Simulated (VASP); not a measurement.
A run of VASP 6.6.1 is set up as follows.

Contents of POSCAR:

```
GdN
1.0
    0.0000000000      2.4994985661      2.4994985661
    2.4994985661      0.0000000000      2.4994985661
    2.4994985661      2.4994985661      0.0000000000
Gd N
1 1
Direct
    0.5000000000      0.5000000000      0.5000000000
    0.0000000000      0.0000000000      0.0000000000
```

The input INCAR.step1:

```
SYSTEM = GdN
PREC = Accurate
ENCUT = 520
ISMEAR = 0
SIGMA = 0.05
LREAL = .FALSE.
LASPH = .TRUE.
NELM = 150
ISPIN = 2
MAGMOM = 7.63 0
LMAXMIX = 6
LDAU = .TRUE.
LDAUTYPE = 2
LDAUL = 3 -1
LDAUU = 4 0
LDAUJ = 0 0
NBANDS = 22
GGA = PE
ALGO = Normal
EDIFF = 1E-4
LWAVE = .TRUE.
LCHARG = .FALSE.
```

The input INCAR.step2:

```
SYSTEM = GdN
PREC = Accurate
ENCUT = 520
EDIFF = 1E-7
ISMEAR = 0
SIGMA = 0.05
LREAL = .FALSE.
LASPH = .TRUE.
NELM = 150
ALGO = Normal
ISIF = 2
LWAVE = .FALSE.
LCHARG = .FALSE.
ISPIN = 2
MAGMOM = 7.63 0
LORBIT = 11
LMAXMIX = 6
LDAU = .TRUE.
LDAUTYPE = 2
LDAUL = 3 -1
LDAUU = 4 0
LDAUJ = 0 0
LDAUPRINT = 1
METAGGA = R2SCAN
LMIXTAU = .TRUE.
IVDW = 13
VDW_S6 = 1.0
VDW_S8 = 0.6018749
VDW_A1 = 0.51559235
VDW_A2 = 5.77342911
NBANDS = 22
ISTART = 1
```

File KPOINTS:

```
Automatic mesh
0
G
  8 8 8
  0 0 0
```

Potentials or basis: VASP PAW PBE potentials, release 64 (Gd, N).

Command:

```sh
$ cat potpaw_PBE.64/Gd/POTCAR potpaw_PBE.64/N/POTCAR > POTCAR
$ cp INCAR.step1 INCAR
$ mpirun -np 1 vasp_std > vasp.out
$ cp INCAR.step2 INCAR
$ mpirun -np 1 vasp_std > vasp.out
```

(1) Predict the dispersion energy per atom.

(2) What does it give for the pressure?

(3) Predict the net moment.

(4) Estimate the band gap on the k mesh.

Results:

(1) -0.121 eV.

(2) -2.4 GPa.

(3) 7.00 μB per cell.

(4) zero (filled and empty bands overlap).

Caveat: the PAW data sets were made with another functional, which shifts forces and pressure a little; spin-orbit coupling is left out, which moves the levels of the heavy elements; a cell with one magnetic atom can't hold antiferromagnetic order, which such compounds often take; pairwise dispersion overbinds metals, which lowers pressure and volume.
